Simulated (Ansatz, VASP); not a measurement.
**Co in VASP and in Ansatz**

```
Co
1.0
     2.49352    0.00000    0.00000
    -1.24676    2.15945    0.00000
     0.00000    0.00000    4.02778
Co
2
Cartesian
  0.0000 1.4396 1.0069
  1.2468 0.7198 3.0208
```

Alike in both runs: task single point; functional PBE; k mesh 24 × 24 × 13; occupations fermi-dirac, width 0.05 eV; collinear spin.

|  | VASP | Ansatz |
| --- | --- | --- |
| version | VASP 6.6.1 | Ansatz 0.2.0 |
| potentials or method | VASP PAW PBE potentials, release 64 (Co), cutoff 520 eV | plane waves (420 eV) with PAW, scalar-relativistic |
| valence electrons in the cell | 18 | 34 |

Ansatz gave:

* net moment per atom (μB): 1.61
* size of the moment on the site where the two differ most (μB): 1.69

Q: What did VASP give for the same quantities?

A: net moment per atom (μB): 1.61; size of the moment on the site where the two differ most (μB): 1.63.

Site moments also hang on the region over which each program counts them. With one functional, cell and mesh, what is left measures potentials, basis and numerics. VASP's potentials hold 18 valence electrons a cell and Ansatz's 34, so a difference there can come from the potentials and not from the codes.
